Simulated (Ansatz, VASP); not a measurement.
## One calculation of Ti, two programs

```
Ti
1.0
     2.81931    0.00000   -0.00040
     0.00000    2.81931   -0.00040
     1.40936    1.40936    2.14633
Ti
1
Cartesian
  0.0000 0.0000 0.0000
```

Change from the starting cell: band edges of the strained film's bulk.

Alike in both runs: task single point; functional r2SCAN; k mesh 12 × 12 × 16; occupations gaussian, width 0.1 eV; no spin polarisation.

|  | VASP | Ansatz |
| --- | --- | --- |
| version | VASP 6.6.1 | Ansatz 0.2.0 |
| potentials or method | VASP PAW PBE potentials, release 64 (Ti_sv), cutoff 520 eV | scalar-relativistic, plane waves, PAW |
| valence electrons in the cell | 12 | 12 |

|  | VASP | Ansatz | Ansatz less VASP |
| --- | --- | --- | --- |
| gap on the k mesh at the Fermi level (eV) | none | none | - |
| pressure (GPa) | 2.2 | 1.8 | -0.37 |
| traceless stress, the component that is largest in VASP (GPa) | -1.86 | -1.84 | +0.017 |

VASP's potentials were made for PBE, not for r2SCAN. A gap of «none» marks a metal or a gap that the smearing closes.
